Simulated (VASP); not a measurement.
# Pt (P6/mmm) in VASP: further runs

Runs on Pt. Level: PBE. Tasks: relaxation of shape and atoms at fixed volume, relaxation of cell and atoms.

Everything below comes from runs of VASP 6.6.1. Logs are shortened: lines on timing, memory, paths and dates and some standing lists are left out, and cuts for length are marked.

## (1) The cell of the first run

The structure is hexagonal, space group P6/mmm (No. 191). The conventional cell has a = 2.537 Å, b = 2.537 Å, c = 2.538 Å, α = 90.00°, β = 90.00°, γ = 120.00°. Pt (site symmetry 6/mmm) has 8 Pt at 2.54 Å within 3.3 Å.

This isn't the form of Pt at room conditions, which is fcc.

## (2) Relaxation of shape and atoms at fixed volume, PBE

File INCAR:

```
PREC = Accurate
ENCUT = 600
EDIFF = 1E-6
ISMEAR = -1
SIGMA = 0.08
LREAL = False
LASPH = True
NELM = 60
ALGO = Normal
ISIF = 4
LWAVE = False
LCHARG = False
GGA = PE
IBRION = 2
NSW = 50
EDIFFG = -0.005
```

File KPOINTS:

```
Automatic mesh
0
Gamma
  16 16 15
```

File POSCAR:

```
Pt
1.0
    2.5365772778      0.0000000000      0.0000000000
   -1.2682886389      2.1967403612      0.0000000000
    0.0000000000      0.0000000000      2.5381296378
Pt
1
Direct
    0.0000000000      0.0000000000      0.0000000000
```

Potentials or basis: VASP PAW PBE potentials, release 64 (Pt).

Launch:

```console
$ cat potpaw_PBE.64/Pt/POTCAR > POTCAR
$ mpirun -np 1 vasp_std > vasp.out
```

OUTCAR:

```text
PREC = Accurate
   ENCUT = 600
   EDIFF = 1E-6
   ISMEAR = -1
   LREAL = False
   LASPH = True
   NELM = 60
   ISIF = 4
   GGA = PE
   IBRION = 2
   NSW = 50
   EDIFFG = -0.005

 ion  position               nearest neighbor table
   1  0.000  0.000  0.000-

  LATTYP: Found a hexagonal cell.
 ALAT       =     2.5365772778
 C/A-ratio  =     1.0006119900

  Lattice vectors:

 A1 = (   2.5365772778,   0.0000000000,   0.0000000000)
 A2 = (  -1.2682886389,   2.1967403612,   0.0000000000)
 A3 = (   0.0000000000,   0.0000000000,   2.5381296378)

Analysis of symmetry for initial positions (statically):
=====================================================================
 Subroutine PRICEL returns:
 Original cell was already a primitive cell.

 Routine SETGRP: Setting up the symmetry group for a
 hexagonal supercell.

 Subroutine GETGRP returns: Found 24 space group operations
 (whereof 24 operations were pure point group operations)
 out of a pool of 24 trial point group operations.

The static configuration has the point symmetry D_6h.

Analysis of symmetry for dynamics (positions and initial velocities):
=====================================================================
 Subroutine PRICEL returns:
 Original cell was already a primitive cell.

 Routine SETGRP: Setting up the symmetry group for a
 hexagonal supercell.

 Subroutine GETGRP returns: Found 24 space group operations
 (whereof 24 operations were pure point group operations)
 out of a pool of 24 trial point group operations.

The dynamic configuration has the point symmetry D_6h.

 Subroutine INISYM returns: Found 24 space group operations
 (whereof 24 operations are pure point group operations),
 and found     1 'primitive' translations

----------------------------------------------------------------------------------------

                                     Primitive cell

  volume of cell :      14.1430

  direct lattice vectors                    reciprocal lattice vectors
     2.536577278  0.000000000  0.000000000     0.394232026  0.227609966  0.000000000
    -1.268288639  2.196740361  0.000000000     0.000000000  0.455219933  0.000000000
     0.000000000  0.000000000  2.538129638     0.000000000  0.000000000  0.393990908

  length of vectors
     2.536577278  2.536577278  2.538129638     0.455219933  0.455219933  0.393990908

  position of ions in fractional coordinates (direct lattice)
     0.000000000  0.000000000  0.000000000

  ion indices of the primitive-cell ions
   primitive index   ion index
                 1           1

----------------------------------------------------------------------------------------

 KPOINTS: Automatic mesh

Automatic generation of k-mesh.
 Grid dimensions read from file:
 generate k-points for:   16   16   15

 Generating k-lattice:

  Cartesian coordinates                     Fractional coordinates (reciprocal lattice)
     0.024639502  0.014225623  0.000000000     0.062500000 -0.000000000  0.000000000
     0.000000000  0.028451246  0.000000000     0.000000000  0.062500000  0.000000000
     0.000000000  0.000000000  0.026266061     0.000000000  0.000000000  0.066666667

  Length of vectors
     0.028451246  0.028451246  0.026266061

  Shift w.r.t. Gamma in fractional coordinates (k-lattice)
     0.000000000  0.000000000  0.000000000

 Subroutine IBZKPT returns following result:
 ===========================================

 Found    240 irreducible k-points:

 Following reciprocal coordinates:
            Coordinates               Weight
  0.000000  0.000000  0.000000      1.000000
  0.062500 -0.000000  0.000000      6.000000
  0.125000 -0.000000  0.000000      6.000000
  0.187500  0.000000  0.000000      6.000000
  0.250000 -0.000000  0.000000      6.000000
  0.312500  0.000000  0.000000      6.000000
[... 16 lines left out ...]
  0.187500  0.187500  0.000000      6.000000
  0.250000  0.187500  0.000000     12.000000
 [... further k-points ...]
   k-points           NKPTS =    240   k-points in BZ     NKDIM =    240   number of bands    NBANDS=      9
   number of dos      NEDOS =    301   number of ions     NIONS =      1
   total plane-waves  NPLWV =   8000
   dimension x,y,z NGX =    20 NGY =   20 NGZ =   20
   dimension x,y,z NGXF=    40 NGYF=   40 NGZF=   40
   ions per type =               1
   NGX,Y,Z   is equivalent  to a cutoff of  13.11, 13.11, 13.10 a.u.
   NGXF,Y,Z  is equivalent  to a cutoff of  26.22, 26.22, 26.20 a.u.
 SYSTEM =  unknown system
   PREC   = accura    normal or accurate (medium, high low for compatibility)
   ISTART =      0    job   : 0-new  1-cont  2-samecut
   ICHARG =      2    charge: 1-file 2-atom 10-const
   ISPIN  =      1    spin polarized calculation?
   LNONCOLLINEAR =      F non collinear calculations
   LSORBIT =      F    spin-orbit coupling
   LASPH  =      T    aspherical Exc in radial PAW
   ENCUT  =  600.0 eV  44.10 Ry    6.64 a.u.   5.07  5.07  5.07*2*pi/ulx,y,z
   NELM   =     60;   NELMIN=  2; NELMDL= -5     # of ELM steps
   EDIFF  = 0.1E-05   stopping-criterion for ELM
   LREAL  =      F    real-space projection
   EDIFFG = -.5E-02   stopping-criterion for IOM
   NSW    =     50    number of steps for IOM
   IBRION =      2    ionic relax: 0-MD 1-quasi-New 2-CG
   NFREE  =      1    steps in history (QN), initial steepest desc. (CG)
   ISIF   =      4    stress and relaxation
   ISYM   =      2    0-nonsym 1-usesym 2-fastsym
   POTIM  = 0.5000    time-step for ionic-motion
   TEBEG  =    0.0;   TEEND  =   0.0 temperature during run
   PSTRESS=    0.0 pullay stress
   NELECT =      10.0000    total number of electrons
   NUPDOWN=      -1.0000    fix difference up-down
   EMIN   =  10.00;   EMAX   =-10.00  energy-range for DOS
   EFERMI =   0.00;   METHOD = LEGACY
   ISMEAR =    -1;   SIGMA  =   0.08  broadening in eV -4-tet -1-fermi 0-gaus
   EFERMI_NEDOS =   21; number of points for ismear=-14 and -15
   IALGO  =     38    algorithm
   IMIX   =      4    mixing-type and parameters
     AMIX     =   0.40;   BMIX     =  1.00
     AMIX_MAG =   1.60;   BMIX_MAG =  1.00
  volume/ion in A,a.u.               =      14.14        95.44
  Fermi-wavevector in a.u.,A,eV,Ry     =   1.458460  2.756090 28.941042  2.127107
  Thomas-Fermi vector in A             =   2.575142
   LORBIT       =      0    0 simple, 1 ext, 2 COOP (PROOUT), +10 PAW based schemes
   GGA     = PE    functional components
   LHFCALC =     F    Hartree Fock is set to
   AEXX    =    0.0000 exact exchange contribution
   IVDW    =     0    specifies the selected vdW correction
   LEPSILON=     F    determine dielectric tensor
   LRPA    =     F    only Hartree local field effects (RPA)
 conjugate gradient relaxation of ions
 non-spin polarized calculation
  energy-cutoff  :      600.00
  volume of cell :       14.14
 maximum number of plane-waves:       484
   NGX = 11   NGY = 11   NGZ = 11

--------------------------------------- Ionic step        1  -------------------------------------------

 number of electron      10.0000000 magnetization

 Free energy of the ion-electron system (eV)
  ---------------------------------------------------
  ext. energy  EPLUGINS =         0.00000000
  ---------------------------------------------------
  free energy    TOTEN  =        -5.57055053 eV

  energy without entropy =       -5.55561544  energy(sigma->0) =       -5.56308298

------------------------ aborting loop because EDIFF is reached ----------------------------------------

  FORCE on cell =-STRESS in cart. coord.  units (eV):
  Direction    XX          YY          ZZ          XY          YZ          ZX
  --------------------------------------------------------------------------------------
  -------------------------------------------------------------------------------------
  Total        5.8120724      5.8120724      4.3513050     -0.0000000      0.0000000      0.0000000
  in kB      658.4169016    658.4169016    492.9348021     -0.0000000      0.0000000      0.0000000
  external PRESSURE =     603.2562018 kB  Pullay stress =       0.0000000 kB

 VOLUME and BASIS-vectors are now :
 -----------------------------------------------------------------------------
  energy-cutoff  :      600.00
  volume of cell :       14.14
      direct lattice vectors                 reciprocal lattice vectors
     2.536577278  0.000000000  0.000000000     0.394232026  0.227609966  0.000000000
    -1.268288639  2.196740361  0.000000000     0.000000000  0.455219933  0.000000000
     0.000000000  0.000000000  2.538129638     0.000000000  0.000000000  0.393990908
[... 71 lines left out ...]
 POSITION                                       TOTAL-FORCE (eV/Angst)
 -----------------------------------------------------------------------------------
     -1.27560      2.20941      0.00000         0.000000      0.000000      0.000000
 -----------------------------------------------------------------------------------
    total drift:                               -0.000000     -0.000000      0.000000

  FREE ENERGIE OF THE ION-ELECTRON SYSTEM (eV)
  ---------------------------------------------------
  free  energy   TOTEN  =        -5.5790958858 eV

  energy  without entropy=       -5.5628173618  energy(sigma->0) =       -5.57095662

--------------------------------------- Ionic step        4  -------------------------------------------

 number of electron      10.0000000 magnetization

 Free energy of the ion-electron system (eV)
  ---------------------------------------------------
  ext. energy  EPLUGINS =         0.00000000
  ---------------------------------------------------
  free energy    TOTEN  =        -5.57909842 eV

  energy without entropy =       -5.56279565  energy(sigma->0) =       -5.57094704

 E-fermi :  12.4752     XC(G=0): -13.7895

 val. band max:       12.4736497524   @ k =   0.0625  -0.0000   0.1333
 cond. band min:      12.4795223233   @ k =   0.1875   0.0625   0.0667
 fundamental gap:      0.0058725709
 Fermi energy:        12.4752406743

 k-point     1 :       0.0000    0.0000    0.0000
  band No.  band energies     occupation
      1       1.6311      2.00000
      2       5.0390      2.00000
      3       8.1551      2.00000
      4       8.1551      2.00000
      5      12.9738      0.00392
      6      12.9738      0.00392
      7      27.2971      0.00000
      8      27.5787      0.00000
      9      35.2492      0.00000

 k-point     2 :       0.0625   -0.0000    0.0000
  band No.  band energies     occupation
      1       1.8126      2.00000
      2       5.1058      2.00000
      3       8.0265      2.00000
      4       8.3047      2.00000
      5      12.7982      0.03468
      6      12.9445      0.00566
      7      27.6457      0.00000
      8      27.9137      0.00000
      9      33.7128      0.00000
[... 253 lines left out ...]
 k-point    24 :       0.2500    0.1875    0.0000
  band No.  band energies     occupation
      1       5.6329      2.00000
      2       6.1969      2.00000
      3       7.4246      2.00000
      4      10.2714      2.00000
      5      11.8517      1.99918
      6      13.9381      0.00000
      7      22.4378      0.00000
      8      25.1850      0.00000
      9      32.2872      0.00000

 [... further k-points ...]

------------------------ aborting loop because EDIFF is reached ----------------------------------------

  FORCE on cell =-STRESS in cart. coord.  units (eV):
  Direction    XX          YY          ZZ          XY          YZ          ZX
  --------------------------------------------------------------------------------------
  -------------------------------------------------------------------------------------
  Total        5.2274065      5.2274065      5.2294289      0.0000000     -0.0000000      0.0000000
  in kB      592.1833941    592.1833941    592.4125010      0.0000000     -0.0000000      0.0000000
  external PRESSURE =     592.2597631 kB  Pullay stress =       0.0000000 kB

 VOLUME and BASIS-vectors are now :
 -----------------------------------------------------------------------------
  energy-cutoff  :      600.00
  volume of cell :       14.14
      direct lattice vectors                 reciprocal lattice vectors
     2.551502428 -0.000000000  0.000000000     0.391925945  0.226278550 -0.000000000
    -1.275751214  2.209665920  0.000000000     0.000000000  0.452557100 -0.000000000
     0.000000000  0.000000000  2.508522635    -0.000000000 -0.000000000  0.398641011

 POSITION                                       TOTAL-FORCE (eV/Angst)
 -----------------------------------------------------------------------------------
      0.00000     -0.00000      0.00000        -0.000000      0.000000      0.000000
 -----------------------------------------------------------------------------------
    total drift:                               -0.000000      0.000000      0.000000

  FREE ENERGIE OF THE ION-ELECTRON SYSTEM (eV)
  ---------------------------------------------------
  free  energy   TOTEN  =        -5.5790984245 eV

  energy  without entropy=       -5.5627956467  energy(sigma->0) =       -5.57094704

 reached required accuracy - stopping structural energy minimisation
```

Wall time 64 s (1 thread of Intel Xeon Platinum 8559C (Emerald Rapids), shared host); peak memory 0.16 GiB.

Results:

```
Free energy               : -5.5791 eV
Energy gained by relaxing : 8.5 meV/atom
Ionic steps               : 4
Pressure after relaxing   : 59.2 GPa
Band gap on the k mesh    : zero (bands 5 and 6 overlap by 3.86 eV)
```

The path:
```
step  energy change (eV)  largest force (eV/Å)  pressure (GPa)  volume (Å³)
   1              0.0000                0.0000           60.33        14.14
   2              0.0735                0.0000           59.58        14.14
   3             -0.0085                0.0000           59.23        14.14
   4             -0.0085                0.0000           59.23        14.14
```

Final structure:
```
Pt
1.0
     2.55150    0.00000    0.00000
    -1.27575    2.20967    0.00000
     0.00000    0.00000    2.50852
Pt
1
Direct
  0.00000 0.00000 0.00000
```

Levels at points of the mesh, in eV from the Fermi level:
```
           k point  band 2  band 3  band 4  band 5  band 6  band 7  band 8  band 9
(0.00, 0.00, 0.00)   -7.44   -4.32   -4.32    0.50    0.50   14.82   15.10   22.77
(0.50, 0.00, 0.00)   -6.18   -2.85   -0.49   -0.23    1.08    7.07   14.30   17.72
```

Caveat: spin-orbit coupling is left out, which moves the levels of the heavy elements.

## (3) Relaxation of shape and atoms at fixed volume, PBE

This run uses another cell than the first one, of 15.49 Å³/atom.

File INCAR:

```
SYSTEM = Pt
  PREC = Accurate
  ENCUT = 600
  EDIFF = 1E-6
  ISMEAR = -1
  SIGMA = 0.08
  LREAL = .FALSE.
  LASPH = .TRUE.
  NELM = 60
  ALGO = Normal
  ISIF = 4
  LWAVE = .FALSE.
  LCHARG = .FALSE.
  GGA = PE
  IBRION = 2
  NSW = 50
  EDIFFG = -0.005
```

File KPOINTS:

```
regular mesh
0
G
  16 16 15
  0 0 0
```

File POSCAR:

```
Pt
1.0
    2.6146743806      0.0000000000      0.0000000000
   -1.3073371903      2.2643744362      0.0000000000
    0.0000000000      0.0000000000      2.6162745353
Pt
1
Direct
    0.0000000000      0.0000000000      0.0000000000
```

Potentials or basis: VASP PAW PBE potentials, release 64 (Pt).

Launch:

```console
$ cat potpaw_PBE.64/Pt/POTCAR > POTCAR
$ mpirun -np 1 vasp_std > vasp.out
```

It took 53 s on 1 thread of Intel Xeon Platinum 8559C (Emerald Rapids), shared host; peak memory 0.18 GiB.

It converged, with:

```yaml
Free_energy: -5.9068 eV
Energy_gained_by_relaxing: 2.0 meV/atom
Ionic_steps: 3
Pressure_after_relaxing: 21.8 GPa
Band_gap_on_the_k_mesh: zero (bands 5 and 6 overlap by 3.18 eV)
```

The path:
| step | energy change (eV) | largest force (eV/Å) | pressure (GPa) | volume (Å³) |
| --- | --- | --- | --- | --- |
| 1 | 0.0000 | 0.0000 | 22.30 | 15.49 |
| 2 | 0.0058 | 0.0000 | 21.33 | 15.49 |
| 3 | -0.0020 | 0.0000 | 21.85 | 15.49 |

Final structure:
```
CELL_PARAMETERS angstrom
2.62322 0.00000 0.00000
-1.31161 2.27178 0.00000
0.00000 0.00000 2.59926
ATOMIC_POSITIONS crystal
Pt 0.00000 0.00000 0.00000
```

Levels at points of the mesh, in eV from the Fermi level:
| k point | band 3 | band 4 | band 5 | band 6 | band 7 | band 8 |
| --- | --- | --- | --- | --- | --- | --- |
| (0.00, 0.00, 0.00) | -3.77 | -3.77 | 0.39 | 0.39 | 14.22 | 15.41 |
| (0.50, 0.00, 0.00) | -2.53 | -0.24 | -0.11 | 0.93 | 6.36 | 14.01 |

Caveat: spin-orbit coupling is left out, which moves the levels of the heavy elements.

## (4) Relaxation of cell and atoms, PBE

This run uses another cell than the first one, of 16.29 Å³/atom.

File INCAR:

```
  PREC = Accurate
  ENCUT = 600
  EDIFF = 1E-6
  ISMEAR = -1
  SIGMA = 0.08
  LREAL = False
  LASPH = True
  NELM = 60
  ALGO = Normal
  ISIF = 3
  LWAVE = False
  LCHARG = False
  GGA = PE
  IBRION = 2
  NSW = 60
  EDIFFG = -0.005
```

File KPOINTS:

```
regular mesh
0
Gamma
  16 16 15
```

File POSCAR:

```
Pt
1.0
    2.7147600394      0.0000000000      0.0000000000
   -1.3573800197      2.3510511593      0.0000000000
    0.0000000000      0.0000000000      2.5518744370
Pt
1
Direct
    0.0000000000      0.0000000000      0.0000000000
```

Launch:

```console
$ cat potpaw_PBE.64/Pt/POTCAR > POTCAR
$ mpirun -np 1 vasp_std > vasp.out
```

It took 1.7 min on 1 thread of Intel Xeon Platinum 8559C (Emerald Rapids), shared host; peak memory 0.18 GiB.

Results (log left out):

```yaml
Free_energy: -5.9888 eV
Relaxed_volume: 16.80 Å³/atom
Relaxed_cell: a = 2.687 Å, b = 2.687 Å, c = 2.687 Å, α = 90.00°, β = 90.00°, γ = 120.00°
Space_group_after_relaxing_to_0.1_Å: P6/mmm (No. 191)
Energy_gained_by_relaxing: 69.4 meV/atom
Ionic_steps: 10
Pressure_after_relaxing: 0.0 GPa
Band_gap_on_the_k_mesh: zero (bands 5 and 6 overlap by 2.56 eV)
```

The path:
| step | energy change (eV) | largest force (eV/Å) | pressure (GPa) | volume (Å³) |
| --- | --- | --- | --- | --- |
| 1 | 0.0000 | 0.0000 | 7.11 | 16.29 |
| 2 | 0.0236 | 0.0000 | -6.99 | 17.93 |
| 3 | -0.0678 | 0.0000 | -2.51 | 16.99 |
| 4 | -0.0679 | 0.0000 | -2.23 | 16.97 |
| 5 | -0.0679 | 0.0000 | -2.13 | 16.96 |
| 6 | -0.0636 | 0.0000 | 4.59 | 16.50 |
| 7 | -0.0694 | 0.0000 | 0.03 | 16.80 |
| 8 | -0.0694 | 0.0000 | 0.06 | 16.80 |
| 9 | -0.0694 | 0.0000 | -0.07 | 16.81 |
| 10 | -0.0694 | 0.0000 | -0.01 | 16.80 |

Final structure:
```
CELL_PARAMETERS angstrom
2.68702 0.00000 0.00000
-1.34351 2.32703 0.00000
0.00000 0.00000 2.68727
ATOMIC_POSITIONS crystal
Pt 0.00000 0.00000 0.00000
```

Levels at points of the mesh, in eV from the Fermi level:
| k point | band 2 | band 3 | band 4 | band 5 | band 6 | band 7 | band 8 | band 9 |
| --- | --- | --- | --- | --- | --- | --- | --- | --- |
| (0.00, 0.00, 0.00) | -5.69 | -3.34 | -3.34 | 0.30 | 0.30 | 13.62 | 15.61 | 21.49 |
| (0.50, 0.00, 0.00) | -4.68 | -2.29 | -0.26 | 0.21 | 0.82 | 5.81 | 13.75 | 17.27 |

Caveat: spin-orbit coupling is left out, which moves the levels of the heavy elements.

## (5) Overview

```csv
task,cell,gap on the mesh (eV),pressure (GPa)
relaxation of shape and atoms at fixed volume,"relaxed from a = 2.537, b = 2.537, c = 2.538 Å, angles 90.0, 90.0, 120.0°, 1 atom",none,59.2
relaxation of shape and atoms at fixed volume,"relaxed from a = 2.615, b = 2.615, c = 2.616 Å, angles 90.0, 90.0, 120.0°, 1 atom",none,21.8
relaxation of cell and atoms,"relaxed from a = 2.715, b = 2.715, c = 2.552 Å, angles 90.0, 90.0, 120.0°, 1 atom",none,0.0
```

Alike in all rows: level PBE; potentials or basis VASP PAW PBE potentials, release 64 (Pt); no spin polarisation; k mesh 16 × 16 × 15; cutoff (eV) 600; smearing fermi-dirac 0.08 eV.

Caveats: spin-orbit coupling is left out, which moves the levels of the heavy elements.

Total energies depend on the potentials used, so only differences within one code and one set of settings carry meaning.
